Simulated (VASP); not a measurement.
Input of a VASP 6.6.1 run:

File POSCAR:

```
Ta
1.0
   -1.6316892610      1.6316892610      1.6316892610
    1.6316892610     -1.6316892610      1.6316892610
    1.6316892610      1.6316892610     -1.6316892610
Ta
1
Direct
    0.0000000000      0.0000000000      0.0000000000
```

The input INCAR.step1:

```
PREC     = Accurate       # precision mode
ENCUT    = 520            # plane-wave cutoff, eV
ISMEAR   = -1             # smearing method
SIGMA    = 0.1            # smearing width, eV
LREAL    = F              # projectors in reciprocal space
LASPH    = T              # aspherical terms in the spheres
NELM     = 80             # most SCF steps
NBANDS   = 12             # bands
GGA      = PE             # functional
ALGO     = Normal         # electronic algorithm
EDIFF    = 1E-4           # SCF threshold, eV
LWAVE    = T              # write WAVECAR
LCHARG   = F              # write CHGCAR
```

File INCAR.step2:

```
PREC     = Accurate       # precision mode
ENCUT    = 520            # plane-wave cutoff, eV
EDIFF    = 1E-7           # SCF threshold, eV
ISMEAR   = -1             # smearing method
SIGMA    = 0.1            # smearing width, eV
LREAL    = F              # projectors in reciprocal space
LASPH    = T              # aspherical terms in the spheres
NELM     = 80             # most SCF steps
ALGO     = Normal         # electronic algorithm
ISIF     = 2              # what is computed and relaxed
LWAVE    = F              # write WAVECAR
LCHARG   = F              # write CHGCAR
METAGGA  = R2SCAN         # meta-GGA
LMIXTAU  = T            
NBANDS   = 12             # bands
ISTART   = 1
```

Contents of KPOINTS:

```
Automatic mesh
0
Gamma
  14 14 14
```

Potentials or basis: VASP PAW PBE potentials, release 64 (Ta_pv).

The run is started by

```bash
$ cat potpaw_PBE.64/Ta_pv/POTCAR > POTCAR
$ cp INCAR.step1 INCAR
$ mpirun -np 1 vasp_std > vasp.out
$ cp INCAR.step2 INCAR
$ mpirun -np 1 vasp_std > vasp.out
```

Q: Estimate the pressure.

A: 9.1 GPa.

Q: Predict the band gap on the k mesh.

A: Zero (an odd number of electrons rules out a gap without spin polarisation).

Caveat: the cell stands under pressure; the PAW data sets were made with another functional, which shifts forces and pressure a little; spin-orbit coupling is left out, which moves the levels of the heavy elements.
